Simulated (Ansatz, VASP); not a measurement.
## Two plane-wave programs on Re

```
Re
1.0
     2.70437    0.00000    0.00000
    -1.35218    2.34205    0.00000
     0.00000    0.00000    4.36909
Re
2
Direct
  0.33333 0.66667 0.20319
  0.66667 0.33333 0.79681
```

Change from the starting cell: mode 4 frozen in at -0.208 Å, equal normal strain along x, y and z -0.0167.

Alike in both runs: task single point; functional PBEsol; k mesh 18 × 18 × 10; occupations gaussian, width 0.15 eV; no spin polarisation.

|  | VASP | Ansatz |
| --- | --- | --- |
| version | VASP 6.6.1 | Ansatz 0.2.0 |
| potentials or method | VASP PAW PBE potentials, release 64 (Re_sv_GW), cutoff 560 eV | scalar-relativistic, plane waves, PAW |
| valence electrons in the cell | 30 | 30 |

|  | VASP | Ansatz | Ansatz less VASP |
| --- | --- | --- | --- |
| gap on the k mesh at the Fermi level (eV) | none | none | - |
| pressure (GPa) | 57.6 | 59.6 | +2.03 |
| traceless stress, the component that is largest in VASP (GPa) | 13.42 | 13.19 | -0.228 |
| rms of the force components (eV/Å) | 5.004 | 4.990 | -0.0145 |

VASP's potentials were made for PBE, not for PBEsol. Atom by atom the forces differ by 0.015 eV/Å (rms over components). A gap of «none» marks a metal or a gap that the smearing closes. Both programs put the cell under a high pressure, so it lies far from rest at this level.

Spin-orbit coupling is off throughout.
